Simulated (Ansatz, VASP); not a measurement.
**Si5Ge in VASP and in Ansatz**

```
Si Ge
1.0
     3.89863    0.00000    0.00000
    -1.94932    3.37632    0.00000
     0.00000    0.00000   19.09221
Si Ge
10 2
Direct
  0.33333 0.66667 0.76770
  0.66667 0.33333 0.72696
  0.00000 0.00000 0.56206
  0.66667 0.33333 0.60282
  0.00000 0.00000 0.43794
  0.33333 0.66667 0.39718
  0.66667 0.33333 0.23230
  0.33333 0.66667 0.27304
  0.66667 0.33333 0.10844
  0.33333 0.66667 0.89156
  0.00000 0.00000 0.06506
  0.00000 0.00000 0.93494
```

Alike in both runs: task single point; functional PBE; k mesh 12 × 12 × 2; occupations gaussian, width 0.02 eV; no spin polarisation.

|  | VASP | Ansatz |
| --- | --- | --- |
| version | VASP 6.6.1 | Ansatz 0.2.0 |
| potentials or method | VASP PAW PBE potentials, release 64 (Si, Ge_d), cutoff 520 eV | scalar-relativistic, plane waves, PAW |
| valence electrons in the cell | 68 | 68 |

Ansatz gave:

* gap on the k mesh at the Fermi level (eV): 0.54
* least direct gap on the mesh (eV): 1.15
* pressure (GPa): 0.0

Question: Estimate VASP's values.

Answer: gap on the k mesh at the Fermi level (eV): 0.55; least direct gap on the mesh (eV): 1.15; pressure (GPa): -0.1.

With one functional, cell and mesh, what is left measures potentials, basis and numerics.
